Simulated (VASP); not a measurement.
Input of a VASP 6.6.1 run:

Contents of INCAR:

```
PREC = Accurate ; ENCUT = 520
EDIFF = 1E-6 ; ISMEAR = -1
SIGMA = 0.2172 ; LREAL = Auto
LASPH = True ; NELM = 80
ALGO = Normal ; ISIF = 2
LWAVE = False ; LCHARG = False
GGA = PE ; NBANDS = 118
ISYM = 0
```

Contents of KPOINTS:

```
Automatic mesh
0
Gamma
  1 1 1
  0.25 0.25 0.25
```

Contents of POSCAR:

```
Ti4Al
1.0
    7.4031320000      0.0101080000     -0.1346870000
    0.0101080000      7.0902150000     -0.0499130000
   -0.1346870000     -0.0499130000      7.0297780000
Ti Al
16 4
Direct
    0.7171497646     -0.0638979207      0.3493469372
    0.3617289399      0.8812362355      0.5652782108
    0.2898045881      0.1753130881      0.8125705126
    0.9789288369      0.3607166723      0.3862475372
    0.6534762598      0.3247449259      0.1473901097
    0.2244342578      0.4633725183      0.0636379541
    0.3689404460      0.4696605452      0.4337846300
    0.9080740788      0.7112222661      0.0216895911
    0.5920622746      0.2264505211      0.6257777865
    0.5997722791      0.9907549280      0.9495712496
    0.8340521935      0.6046706690      0.5935056434
    0.3589435749      0.0712184042      0.3272293602
    0.2193858309      0.8844236972      0.9925012795
    0.9251723128      0.9784004834      0.6840186968
    0.5081790342      0.5540356215      0.8114789243
    0.1413261984      0.6063411139      0.6817539765
    0.8740766828      0.3645800950      0.8669970876
    0.0519862508      0.7357310706      0.3357031214
    0.5015310853      0.6577371421      0.1841249256
    0.9228884791      0.0837861634      0.0732969234
```

Potentials or basis: VASP PAW PBE potentials, release 64 (Ti_sv, Al).

Launch:

```bash
$ cat potpaw_PBE.64/Ti_sv/POTCAR potpaw_PBE.64/Al/POTCAR > POTCAR
$ mpirun -np 1 vasp_std > vasp.out
```

Question: Predict the band gap on the k mesh.

Answer: 0.07 eV.

Question: Estimate the pressure.

Answer: 0.0 GPa.

Forces on the atoms (eV/Å):
```
Ti  -0.259  0.166 -0.168
Ti   0.871 -1.320  1.446
Ti  -0.704  1.290 -0.665
Ti   0.658 -1.142 -0.166
Ti  -1.325 -0.346  1.046
Ti  -0.918 -0.703  0.624
Ti  -0.473 -0.989  1.188
Ti  -2.208 -0.659 -1.803
Ti   1.268 -0.446 -1.033
Ti  -0.435 -0.681 -0.649
Ti  -3.418  0.964 -0.358
Ti  -0.520  1.689 -1.774
Ti   0.376 -1.398 -0.217
Ti   0.784  0.067  0.340
Ti   0.388  0.491  0.210
Ti   0.680 -0.517  1.665
Al   0.738 -0.260 -0.905
Al   1.783  0.971  1.022
Al   1.203  2.761 -0.681
Al   1.512  0.061  0.880
```

Caveat: the k points lie up to 0.89 Å⁻¹ apart.
